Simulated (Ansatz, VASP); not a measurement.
## One calculation of Zr, two programs

Contents of INCAR:

```
ALGO     = Normal         # electronic algorithm
EDIFF    = 1E-6           # SCF threshold, eV
ENCUT    = 500            # plane-wave cutoff, eV
GGA      = CA             # functional
GGA_COMPAT= F            
ISIF     = 2              # what is computed and relaxed
ISMEAR   = -1             # smearing method
LASPH    = T              # aspherical terms in the spheres
LCHARG   = T              # write CHGCAR
LMAXMIX  = 4              # l up to which the mixer works
LORBIT   = 11             # projections on sites
LORBMOM  = T            
LREAL    = F              # projectors in reciprocal space
LSORBIT  = T              # spin-orbit coupling
LVHAR    = T            
LWAVE    = F              # write WAVECAR
MAGMOM   = 0 0 0          # initial moments
NBANDS   = 23             # bands
NELM     = 200            # most SCF steps
PREC     = Accurate       # precision mode
SIGMA    = 0.1            # smearing width, eV
```

Contents of KPOINTS:

```
k-points
0
Gamma
  12 12 12
```

Contents of POSCAR:

```
Zr
1.0
    0.0000000000      2.2090893081      2.2090893081
    2.2090893081      0.0000000000      2.2090893081
    2.2090893081      2.2090893081      0.0000000000
Zr
1
Direct
    0.0000000000      0.0000000000      0.0000000000
```

Input for Ansatz:

```yaml
crystal:
  lattice:
    - [0.0, 2.2090893081, 2.2090893081]
    - [2.2090893081, 0.0, 2.2090893081]
    - [2.2090893081, 2.2090893081, 0.0]
  atoms:
    - { symbol: Zr, position: [0.0, 0.0, 0.0] }
hamiltonian:
  xc: lda
  pseudopotentials:
    kind: paw_fr
    azcp:
      Zr: "pseudopotentials/Zr.paw.azcp"
basis:
  ecutwfc: 420
  fft_grid_basis: typed
kpoints:
  mp_grid: { grid: [12, 12, 12], shift: [0, 0, 0] }
magnetization:
  noncollinear: true
  spin_orbit: true
scf:
  occupations: { method: fermi_dirac, width: 0.1 }
output:
  write_density: true
  write_potential: true
  elf: true
  volumetric_format: npy
```

Alike in both runs: task single point; functional LDA; k mesh 12 × 12 × 12; occupations fermi-dirac, width 0.1 eV; non-collinear spin, spin-orbit coupling.

```csv
,VASP,Ansatz
version,VASP 6.6.1,Ansatz 0.2.0
potentials or method,"VASP PAW LDA potentials, release 64 (Zr_sv), cutoff 500 eV","plane waves (420 eV) with PAW, fully relativistic with spin-orbit coupling"
valence electrons in the cell,12,12
```

|  | VASP | Ansatz | Ansatz less VASP |
| --- | --- | --- | --- |
| net moment per atom (μB) | 0.00 | 0.00 | 0.000 |

Ansatz warns that its potentials were made for another functional, while VASP's fit it. LDA's correlation is that of Perdew and Zunger in VASP and of Perdew and Wang (1992) in Ansatz.
